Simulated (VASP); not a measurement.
BeS:

```
CELL_PARAMETERS angstrom
0.00000 2.43431 2.43431
2.43431 0.00000 2.43431
2.43431 2.43431 0.00000
ATOMIC_POSITIONS crystal
Be 0.00000 0.00000 0.00000
S 0.25000 0.25000 0.25000
```

Base run:

```yaml
Program: VASP 6.6.1
Functional: PBE
Potentials_or_basis: VASP PAW PBE potentials, release 64 (Be, S)
Cutoff: 520 eV
k_mesh: 6 × 6 × 6
Occupations: gaussian, width 0.01 eV
Spin: no spin polarisation
```

Its results: band gap on the k mesh 3.14 eV, indirect (least direct gap 5.67 eV); pressure 0.5 GPa.

Problem. After a change of settings the same cell gave: band gap on the k mesh 4.08 eV, indirect (least direct gap 6.87 eV); pressure -0.6 GPa. Which change was it?
A. functional from PBE to HSE06; k mesh from 6 × 6 × 6 to 4 × 4 × 4
B. k mesh from 6 × 6 × 6 to 4 × 4 × 4
C. functional from PBE to r2SCAN; k mesh from 6 × 6 × 6 to 4 × 4 × 4

Solution. A.

Caveats: some runs use coarse meshes; the PAW data sets were made with another functional, which shifts forces and pressure a little (some runs).
